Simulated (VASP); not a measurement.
A run of VASP 6.6.1:

Contents of INCAR:

```
PREC = Accurate
ENCUT = 520
EDIFF = 1E-7
ISMEAR = -1
SIGMA = 0.05
LREAL = False
LASPH = True
NELM = 80
ALGO = Normal
ISIF = 2
LWAVE = False
LCHARG = False
GGA = PS
NBANDS = 33
```

Contents of KPOINTS:

```
Automatic mesh
0
Gamma
  8 8 4
```

File POSCAR:

```
ZnSn2N2
1.0
    3.0934745831      0.0000000000      0.0000000000
    0.0000000000      3.0934745831      0.0000000000
    0.0000000000      0.0000000000      7.5860619748
Sn Zn N
2 1 2
Direct
    0.5000000000      0.5000000000      0.3224766994
    0.5000000000      0.5000000000      0.6775233006
    0.0000000000      0.0000000000      0.0000000000
    0.0000000000      0.5000000000      0.8483574085
    0.5000000000      0.0000000000      0.1516425915
```

Potentials or basis: VASP PAW PBE potentials, release 64 (Sn_d, Zn, N).

The run is started by

```console
$ cat potpaw_PBE.64/Sn_d/POTCAR potpaw_PBE.64/Zn/POTCAR potpaw_PBE.64/N/POTCAR > POTCAR
$ mpirun -np 1 vasp_std > vasp.out
```

Hardware: 1 thread of Oxide Virtual Turin-like Processor (shared host).

Q: Estimate the wall time of this run.

A: It took 2.5 min on 1 thread of Oxide Virtual Turin-like Processor (shared host), peak memory 0.21 GiB. Counts: scf iterations 17, k points 45.
